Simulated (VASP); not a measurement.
Set up this calculation in VASP 6.6.1, as the native input.

```yaml
Task: single point
Functional: PBE0
Potentials_or_basis: VASP PAW PBE potentials, release 64 (S, Mg)
Cutoff: 520 eV
k_mesh: 4 × 4 × 4
Occupations: fermi-dirac, width 0.05 eV
Spin: no spin polarisation
Dipole_correction: no
Grid_for_exact_exchange_PRECFOCK: Normal
Further_INCAR_settings: ALGO = Normal; EDIFF = 1e-07; NBANDS = 11
Share_of_exact_exchange: 0.25
```

The system is MgS.

```
S Mg
1.0
     0.00000    2.58419    2.58419
     2.58419    0.00000    2.58419
     2.58419    2.58419    0.00000
S Mg
1 1
Direct
  0.50000 0.50000 0.50000
  0.00000 0.00000 0.00000
```

The input as run:

POSCAR

```
MgS
1.0
    0.0000000000      2.5841887356      2.5841887356
    2.5841887356      0.0000000000      2.5841887356
    2.5841887356      2.5841887356      0.0000000000
S Mg
1 1
Direct
    0.5000000000      0.5000000000      0.5000000000
    0.0000000000      0.0000000000      0.0000000000
```

INCAR.step1

```
PREC = Accurate ; ENCUT = 520
EDIFF = 1E-5 ; ISMEAR = -1
SIGMA = 0.05 ; LREAL = F
LASPH = T ; NELM = 60
ALGO = Normal ; ISIF = 2
LWAVE = T ; LCHARG = F
GGA = PE ; NBANDS = 11
```

INCAR.step2

```
PREC = Accurate ; ENCUT = 520
EDIFF = 1E-7 ; ISMEAR = -1
SIGMA = 0.05 ; LREAL = F
LASPH = T ; NELM = 60
ALGO = Normal ; ISIF = 2
LWAVE = F ; LCHARG = F
GGA = PE ; LHFCALC = T
AEXX = 0.25 ; PRECFOCK = Normal
ISTART = 1 ; NBANDS = 11
```

KPOINTS

```
Automatic mesh
0
Gamma
  4 4 4
```

Potentials or basis: VASP PAW PBE potentials, release 64 (S, Mg).

Command:

```bash
$ cat potpaw_PBE.64/S/POTCAR potpaw_PBE.64/Mg/POTCAR > POTCAR
$ cp INCAR.step1 INCAR
$ mpirun -np 1 vasp_std > vasp.out
$ cp INCAR.step2 INCAR
$ mpirun -np 1 vasp_std > vasp.out
```

Results of the run:

```json
{
  "Pressure": "1.2 GPa",
  "Band gap on the k mesh": "4.57 eV (least direct gap 5.74 eV)"
}
```

Caveat: the k points lie up to 0.53 Å⁻¹ apart; the PAW data sets were made with another functional, which shifts forces and pressure a little.

Wall time 4 min on 1 thread of Intel Xeon 8259CL, with other jobs on the host, peak memory 0.17 GiB.
